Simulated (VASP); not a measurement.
Wanted: the native input for a VASP 6.6.1 run.

```
Task                   : single point
Functional             : PBEsol
Potentials or basis    : VASP PAW PBE potentials, release 64 (S, W_sv)
Cutoff                 : 520 eV
k mesh                 : 9 × 9 × 1
Occupations            : gaussian, width 0.05 eV
Spin                   : no spin polarisation
Dipole correction      : yes
Electric field (eV/Å)  : 0.1
Further INCAR settings : ALGO = Normal; EDIFF = 1e-06; NBANDS = 27; EFIELD = -0.1
```

The structure of WS4 lies in POSCAR:

```
WS4
1.0
    3.1476068040      0.0000000000      0.0000000000
   -1.5738034020      2.7259074534      0.0000000000
    0.0000000000      0.0000000000     24.6075295395
S W
4 1
Direct
    0.6666666667      0.3333333333      0.3047847606
    0.3333333333      0.6666666667      0.4363324949
    0.3333333333      0.6666666667      0.5636675051
    0.0000000000      0.0000000000      0.6952152394
    0.6666666667      0.3333333333      0.5000072975
```

These files were run (other wordings do the same):

INCAR

```
PREC = Accurate
ENCUT = 520
EDIFF = 1E-6
ISMEAR = 0
SIGMA = 0.05
LREAL = F
LASPH = T
NELM = 100
ALGO = Normal
ISIF = 2
LWAVE = F
LCHARG = F
LDIPOL = T
IDIPOL = 3
DIPOL = 0.5 0.5 0.500
GGA = PS
NBANDS = 27
EFIELD = -0.1
```

KPOINTS

```
Automatic mesh
0
Gamma
  9 9 1
```

Potentials or basis: VASP PAW PBE potentials, release 64 (S, W_sv).

The run is started by

```console
$ cat potpaw_PBE.64/S/POTCAR potpaw_PBE.64/W_sv/POTCAR > POTCAR
$ mpirun -np 1 vasp_std > vasp.out
```

Results of the run:

| Item | Value |
| --- | --- |
| Largest force | 0.068 eV/Å |
| Band gap on the k mesh | zero (band 19 reaches 0.34 eV, above the bottom of band 20 at -1.91 eV) |

Caveat: the PAW data sets were made with another functional, which shifts forces and pressure a little; spin-orbit coupling is left out, which moves the levels of the heavy elements.

Wall time 4.4 min on 1 thread of AMD EPYC 7R13 Processor (Zen 3) (shared host), peak memory 0.31 GiB.
